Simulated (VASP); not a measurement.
# Si (Fm-3m) in VASP: notebook

Si is run at these levels: PBE; tasks: single point.

Everything below comes from runs of VASP 6.6.1. Logs are shortened: lines on timing, memory, paths and dates and some standing lists are left out, and cuts for length are marked.

**1. The cell of the first run**

The structure is cubic, space group Fm-3m (No. 225). The conventional cell has a = 3.769 Å, b = 3.769 Å, c = 3.769 Å, α = 90.00°, β = 90.00°, γ = 90.00°. Within 3.5 Å of Si (site symmetry m-3m) lie 12 Si at 2.66 Å.

**2. Single point, PBE (volume scaled by 0.92)**

INCAR

```
SYSTEM = Si
PREC = Accurate
ENCUT = 520
EDIFF = 1E-6
ISMEAR = -1
SIGMA = 0.05
LREAL = .FALSE.
LASPH = .TRUE.
NELM = 80
ALGO = Normal
ISIF = 2
LWAVE = .FALSE.
LCHARG = .FALSE.
GGA = PE
NBANDS = 8
```

KPOINTS

```
Automatic mesh
0
G
  18 18 18
  0 0 0
```

POSCAR

```
Si
1.0
    0.0000000000      1.8843146745      1.8843146745
    1.8843146745      0.0000000000      1.8843146745
    1.8843146745      1.8843146745      0.0000000000
Si
1
Direct
    0.0000000000      0.0000000000      0.0000000000
```

Potentials or basis: VASP PAW PBE potentials, release 64 (Si).

Started as:

```sh
$ cat potpaw_PBE.64/Si/POTCAR > POTCAR
$ mpirun -np 1 vasp_std > vasp.out
```

OUTCAR:

```text
SYSTEM = Si
   PREC = Accurate
   ENCUT = 520
   EDIFF = 1E-6
   ISMEAR = -1
   LREAL = .FALSE.
   LASPH = .TRUE.
   NELM = 80
   ISIF = 2
   GGA = PE

 ion  position               nearest neighbor table
   1  0.000  0.000  0.000-

  LATTYP: Found a face centered cubic cell.
 ALAT       =     3.7686293490

  Lattice vectors:

 A1 = (   0.0000000000,   1.8843146745,   1.8843146745)
 A2 = (   1.8843146745,   0.0000000000,   1.8843146745)
 A3 = (   1.8843146745,   1.8843146745,   0.0000000000)

Analysis of symmetry for initial positions (statically):
=====================================================================
 Subroutine PRICEL returns:
 Original cell was already a primitive cell.

 Routine SETGRP: Setting up the symmetry group for a
 face centered cubic supercell.

 Subroutine GETGRP returns: Found 48 space group operations
 (whereof 48 operations were pure point group operations)
 out of a pool of 48 trial point group operations.

The static configuration has the point symmetry O_h .

Analysis of symmetry for dynamics (positions and initial velocities):
=====================================================================
 Subroutine PRICEL returns:
 Original cell was already a primitive cell.

 Routine SETGRP: Setting up the symmetry group for a
 face centered cubic supercell.

 Subroutine GETGRP returns: Found 48 space group operations
 (whereof 48 operations were pure point group operations)
 out of a pool of 48 trial point group operations.

The dynamic configuration has the point symmetry O_h .

 Subroutine INISYM returns: Found 48 space group operations
 (whereof 48 operations are pure point group operations),
 and found     1 'primitive' translations

----------------------------------------------------------------------------------------

                                     Primitive cell

  volume of cell :      13.3811

  direct lattice vectors                    reciprocal lattice vectors
     0.000000000  1.884314674  1.884314674    -0.265348462  0.265348462  0.265348462
     1.884314674  0.000000000  1.884314674     0.265348462 -0.265348462  0.265348462
     1.884314674  1.884314674  0.000000000     0.265348462  0.265348462 -0.265348462

  length of vectors
     2.664823368  2.664823368  2.664823368     0.459597017  0.459597017  0.459597017

  position of ions in fractional coordinates (direct lattice)
     0.000000000  0.000000000  0.000000000

  ion indices of the primitive-cell ions
   primitive index   ion index
                 1           1

----------------------------------------------------------------------------------------

 KPOINTS: Automatic mesh

Automatic generation of k-mesh.
 Grid dimensions read from file:
 generate k-points for:   18   18   18

 Generating k-lattice:

  Cartesian coordinates                     Fractional coordinates (reciprocal lattice)
    -0.014741581  0.014741581  0.014741581     0.055555556  0.000000000  0.000000000
     0.014741581 -0.014741581  0.014741581     0.000000000  0.055555556  0.000000000
     0.014741581  0.014741581 -0.014741581     0.000000000  0.000000000  0.055555556

  Length of vectors
     0.025533168  0.025533168  0.025533168

  Shift w.r.t. Gamma in fractional coordinates (k-lattice)
     0.000000000  0.000000000  0.000000000

 Subroutine IBZKPT returns following result:
 ===========================================

 Found    195 irreducible k-points:

 Following reciprocal coordinates:
            Coordinates               Weight
  0.000000  0.000000  0.000000      1.000000
  0.055556  0.000000  0.000000      8.000000
  0.111111  0.000000  0.000000      8.000000
  0.166667  0.000000  0.000000      8.000000
  0.222222  0.000000  0.000000      8.000000
  0.277778  0.000000  0.000000      8.000000
[... 16 lines left out ...]
 -0.277778  0.055556  0.000000     24.000000
 -0.222222  0.055556  0.000000     24.000000
 [... further k-points ...]
   k-points           NKPTS =    195   k-points in BZ     NKDIM =    195   number of bands    NBANDS=      8
   number of dos      NEDOS =    301   number of ions     NIONS =      1
   total plane-waves  NPLWV =   8000
   dimension x,y,z NGX =    20 NGY =   20 NGZ =   20
   dimension x,y,z NGXF=    40 NGYF=   40 NGZF=   40
   ions per type =               1
   NGX,Y,Z   is equivalent  to a cutoff of  12.48, 12.48, 12.48 a.u.
   NGXF,Y,Z  is equivalent  to a cutoff of  24.95, 24.95, 24.95 a.u.
 SYSTEM =  Si
   PREC   = accura    normal or accurate (medium, high low for compatibility)
   ISTART =      0    job   : 0-new  1-cont  2-samecut
   ICHARG =      2    charge: 1-file 2-atom 10-const
   ISPIN  =      1    spin polarized calculation?
   LNONCOLLINEAR =      F non collinear calculations
   LSORBIT =      F    spin-orbit coupling
   LASPH  =      T    aspherical Exc in radial PAW
   ENCUT  =  520.0 eV  38.22 Ry    6.18 a.u.   4.95  4.95  4.95*2*pi/ulx,y,z
   NELM   =     80;   NELMIN=  2; NELMDL= -5     # of ELM steps
   EDIFF  = 0.1E-05   stopping-criterion for ELM
   LREAL  =      F    real-space projection
   EDIFFG = 0.1E-04   stopping-criterion for IOM
   NSW    =      0    number of steps for IOM
   IBRION =     -1    ionic relax: 0-MD 1-quasi-New 2-CG
   NFREE  =      0    steps in history (QN), initial steepest desc. (CG)
   ISIF   =      2    stress and relaxation
   ISYM   =      2    0-nonsym 1-usesym 2-fastsym
   POTIM  = 0.5000    time-step for ionic-motion
   TEBEG  =    0.0;   TEEND  =   0.0 temperature during run
   PSTRESS=    0.0 pullay stress
   NELECT =       4.0000    total number of electrons
   NUPDOWN=      -1.0000    fix difference up-down
   EMIN   =  10.00;   EMAX   =-10.00  energy-range for DOS
   EFERMI =   0.00;   METHOD = LEGACY
   ISMEAR =    -1;   SIGMA  =   0.05  broadening in eV -4-tet -1-fermi 0-gaus
   EFERMI_NEDOS =   21; number of points for ismear=-14 and -15
   IALGO  =     38    algorithm
   IMIX   =      4    mixing-type and parameters
     AMIX     =   0.40;   BMIX     =  1.00
     AMIX_MAG =   1.60;   BMIX_MAG =  1.00
  volume/ion in A,a.u.               =      13.38        90.30
  Fermi-wavevector in a.u.,A,eV,Ry     =   1.094623  2.068538 16.302506  1.198200
  Thomas-Fermi vector in A             =   2.230932
   LORBIT       =      0    0 simple, 1 ext, 2 COOP (PROOUT), +10 PAW based schemes
   GGA     = PE    functional components
   LHFCALC =     F    Hartree Fock is set to
   AEXX    =    0.0000 exact exchange contribution
   IVDW    =     0    specifies the selected vdW correction
   LEPSILON=     F    determine dielectric tensor
   LRPA    =     F    only Hartree local field effects (RPA)
 non-spin polarized calculation
  energy-cutoff  :      520.00
  volume of cell :       13.38
 maximum number of plane-waves:       371
   NGX =  9   NGY =  9   NGZ =  9

 number of electron       4.0000000 magnetization

 Free energy of the ion-electron system (eV)
  ---------------------------------------------------
  ext. energy  EPLUGINS =         0.00000000
  ---------------------------------------------------
  free energy    TOTEN  =        -4.86348698 eV

  energy without entropy =       -4.85934519  energy(sigma->0) =       -4.86141608

 E-fermi :  11.3271     XC(G=0): -11.5142

 val. band max:       11.2785401880   @ k =  -0.3889   0.5000   0.1111
 cond. band min:      11.3363398595   @ k =   0.4444   0.2778   0.1111
 fundamental gap:      0.0577996716
 Fermi energy:        11.3271241751

 k-point     1 :       0.0000    0.0000    0.0000
  band No.  band energies     occupation
      1      -3.9620      2.00000
      2      23.3607      0.00000
      3      23.3607      0.00000
      4      23.3607      0.00000
      5      23.4737      0.00000
      6      23.4737      0.00000
      7      23.4737      0.00000
      8      28.9896      0.00000

 k-point     2 :       0.0556    0.0000    0.0000
  band No.  band energies     occupation
      1      -3.8672      2.00000
      2      21.2237      0.00000
      3      22.5408      0.00000
      4      22.5408      0.00000
      5      24.4170      0.00000
      6      24.4170      0.00000
      7      24.7751      0.00000
      8      29.7866      0.00000

 k-point     3 :       0.1111    0.0000    0.0000
  band No.  band energies     occupation
      1      -3.5830      2.00000
      2      18.7389      0.00000
      3      21.8128      0.00000
      4      21.8128      0.00000
      5      25.1934      0.00000
      6      25.4552      0.00000
      7      25.4552      0.00000
      8      29.3063      0.00000

 k-point     4 :       0.1667    0.0000    0.0000
  band No.  band energies     occupation
      1      -3.1103      2.00000
      2      16.2252      0.00000
      3      21.2374      0.00000
      4      21.2374      0.00000
      5      25.2022      0.00000
      6      26.1319      0.00000
      7      26.1319      0.00000
      8      28.7139      0.00000

 k-point     5 :       0.2222    0.0000    0.0000
  band No.  band energies     occupation
      1      -2.4504      2.00000
      2      13.7813      0.00000
      3      20.8161      0.00000
      4      20.8161      0.00000
      5      25.1163      0.00000
      6      25.7004      0.00000
      7      25.7004      0.00000
      8      29.4122      0.00000
[... 177 lines left out ...]
 k-point    22 :      -0.3333    0.0556    0.0000
  band No.  band energies     occupation
      1      -0.1119      2.00000
      2       8.6314      2.00000
      3      18.7172      0.00000
      4      21.1272      0.00000
      5      23.0231      0.00000
      6      23.9811      0.00000
      7      25.6832      0.00000
      8      29.7460      0.00000

 k-point    23 :      -0.2778    0.0556    0.0000
  band No.  band energies     occupation
      1      -1.1996      2.00000
      2      10.7767      1.99997
      3      18.7547      0.00000
      4      21.4978      0.00000
      5      23.6300      0.00000
      6      24.9276      0.00000
      7      25.6213      0.00000
      8      30.2250      0.00000

 k-point    24 :      -0.2222    0.0556    0.0000
  band No.  band energies     occupation
      1      -2.1056      2.00000
      2      13.0606      0.00000
      3      18.9518      0.00000
      4      21.8604      0.00000
      5      24.4650      0.00000
      6      25.6276      0.00000
      7      25.9534      0.00000
      8      28.6415      0.00000

 [... further k-points ...]
[... 5 lines left out ...]
  --------------------------------------------------------------------------------------
  -------------------------------------------------------------------------------------
  Total        0.6742248      0.6742248      0.6742248      0.0000000      0.0000000     -0.0000000
  in kB       80.7281583     80.7281583     80.7281583      0.0000000      0.0000000     -0.0000000
  external PRESSURE =      80.7281583 kB  Pullay stress =       0.0000000 kB

 VOLUME and BASIS-vectors are now :
 -----------------------------------------------------------------------------
  energy-cutoff  :      520.00
  volume of cell :       13.38
      direct lattice vectors                 reciprocal lattice vectors
     0.000000000  1.884314674  1.884314674    -0.265348462  0.265348462  0.265348462
     1.884314674  0.000000000  1.884314674     0.265348462 -0.265348462  0.265348462
     1.884314674  1.884314674  0.000000000     0.265348462  0.265348462 -0.265348462

 POSITION                                       TOTAL-FORCE (eV/Angst)
 -----------------------------------------------------------------------------------
      0.00000      0.00000      0.00000         0.000000      0.000000      0.000000
 -----------------------------------------------------------------------------------
    total drift:                                0.000000      0.000000     -0.000000

  FREE ENERGIE OF THE ION-ELECTRON SYSTEM (eV)
  ---------------------------------------------------
  free  energy   TOTEN  =        -4.8634869818 eV

  energy  without entropy=       -4.8593451855  energy(sigma->0) =       -4.86141608
```

Wall time 19 s (1 thread of Intel Xeon 8259CL, shared host); peak memory 0.13 GiB.

Results:

* Free energy: -4.8635 eV
* Pressure: 8.1 GPa
* Band gap on the k mesh: zero (band 2 reaches 23.36 eV, above the bottom of band 3 at 8.12 eV)

**3. Single point, PBE (volume scaled by 0.92)**

INCAR

```
  ALGO = Normal
  EDIFF = 1E-6
  ENCUT = 520
  GGA = PE
  ISIF = 2
  ISMEAR = -1
  LASPH = True
  LCHARG = False
  LREAL = False
  LWAVE = False
  NBANDS = 8
  NELM = 60
  PREC = Accurate
  SIGMA = 0.05
```

KPOINTS

```
k-points
0
Gamma
  18 18 18
```

POSCAR is that of step 2.

Potentials or basis: VASP PAW PBE potentials, release 64 (Si).

Started as:

```sh
$ cat potpaw_PBE.64/Si/POTCAR > POTCAR
$ mpirun -np 1 vasp_std > vasp.out
```

It took 20 s on 1 thread of Intel Xeon 8259CL, shared host; peak memory 0.13 GiB.

It converged, with:

```
Free energy            : -4.8635 eV
Pressure               : 8.1 GPa
Band gap on the k mesh : zero (band 2 reaches 23.36 eV, above the bottom of band 3 at 8.12 eV)
```

Levels at points of the mesh, in eV from the Fermi level:
```tsv
k point	band 1	band 2	band 3	band 4	band 5
(0.00, 0.00, 0.00)	-15.29	12.03	12.03	12.03	12.15
(0.50, 0.00, 0.00)	-7.93	-7.56	9.21	9.21	10.99
(0.50, 0.50, 0.00)	-5.84	-4.65	3.34	3.34	4.17
```
